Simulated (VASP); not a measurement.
Set up this calculation in VASP 6.6.1, as the native input.

| Item | Value |
| --- | --- |
| Task | single point |
| Functional | LDA |
| Potentials or basis | VASP PAW LDA potentials, release 64 (K_sv) |
| Cutoff | 520 eV |
| k mesh | 10 × 10 × 10 |
| Occupations | fermi-dirac, width 0.05 eV |
| Spin | no spin polarisation |
| Dipole correction | no |
| Further INCAR settings | ALGO = Normal; EDIFF = 1e-07; NBANDS = 16 |

The structure of K lies in POSCAR:

```
K
1.0
   -3.9395817872      3.9395817872      2.1255321432
    3.9395817872     -3.9395817872      2.1255321432
    3.9395817872      3.9395817872     -2.1255321432
K
2
Direct
   -0.3750000000     -0.1250000000     -0.2500000000
    0.3750000000      0.1250000000      0.2500000000
```

The input as run:

INCAR

```
PREC = Accurate
ENCUT = 520
EDIFF = 1E-7
ISMEAR = -1
SIGMA = 0.05
LREAL = F
LASPH = T
NELM = 60
ALGO = Normal
ISIF = 2
LWAVE = F
LCHARG = F
NBANDS = 16
```

KPOINTS

```
regular mesh
0
Gamma
  10 10 10
```

Potentials or basis: VASP PAW LDA potentials, release 64 (K_sv).

The run is started by

```console
$ cat potpaw_LDA.64/K_sv/POTCAR > POTCAR
$ mpirun -np 1 vasp_std > vasp.out
```

Results of the run:

| Property | Result |
| --- | --- |
| Pressure | 0.0 GPa |
| Band gap on the k mesh | zero (bands 9 and 10 overlap by 1.72 eV) |

Run time: 2.8 min on 1 thread of Intel(R) Xeon(R) Platinum 8488C (Sapphire Rapids), on a shared host, peak memory 0.35 GiB.
